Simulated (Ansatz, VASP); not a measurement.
## In in VASP and in Ansatz

File INCAR:

```
ALGO = Normal
EDIFF = 1E-6
ENCUT = 520
GGA = PE
ISIF = 2
ISMEAR = -1
LASPH = True
LCHARG = True
LELF = True
LREAL = False
LVHAR = True
LWAVE = False
NBANDS = 12
NELM = 60
PREC = Accurate
SIGMA = 0.05
```

KPOINTS

```
k-points
0
Gamma
  12 12 12
```

Contents of POSCAR:

```
In
1.0
    2.3311723516      0.0000000000      0.0000000000
    0.0000000000      2.3311723516      0.0000000000
    0.0000000000      0.0000000000      2.3311723516
In
1
Direct
    0.0000000000      0.0000000000      0.0000000000
```

Input for Ansatz:

```yaml
crystal:
  lattice:
    - [2.3311723516, 0.0, 0.0]
    - [0.0, 2.3311723516, 0.0]
    - [0.0, 0.0, 2.3311723516]
  atoms:
    - { symbol: In, position: [0.0, 0.0, 0.0] }
kpoints:
  mp_grid: { grid: [12, 12, 12] }
  band_path:
    path:
      - [0.0, 0.0, 0.0]
      - [0.0, 0.5, 0.0]
      - [0.5, 0.5, 0.0]
      - [0.0, 0.0, 0.0]
      - [0.5, 0.5, 0.5]
      - [0.0, 0.5, 0.0]
      - [0.5, 0.5, 0.5]
      - [0.5, 0.5, 0.0]
    npoints: 8
scf:
  occupations: { method: fermi_dirac, width: 0.05 }
hamiltonian:
  xc: pbe
  pseudopotentials: { kind: all_electron, lapw: { basis_error: 0.001 } }
output:
  forces: true
  stress: true
  eigenvalues: true
  populations: true
  dos: { projected: true, de: 0.2, e_range: [-14, 8] }
```

Change from the starting cell: volume scaled by 0.43, LAPW.

Alike in both runs: task single point; functional PBE; k mesh 12 × 12 × 12; occupations fermi-dirac, width 0.05 eV; no spin polarisation.

|  | VASP | Ansatz |
| --- | --- | --- |
| version | VASP 6.6.1 | Ansatz 0.2.0 |
| potentials or method | VASP PAW PBE potentials, release 64 (In_d), cutoff 520 eV | all-electron LAPW, scalar-relativistic |

|  | VASP | Ansatz | Ansatz less VASP |
| --- | --- | --- | --- |
| pressure (GPa) | 238.4 | 237.4 | -0.97 |

Both programs put the cell under a high pressure, so it lies far from rest at this level. Ansatz ran all-electron here, and VASP with PAW potentials.

Noted on VASP's run: the cell as given lies far from equilibrium.
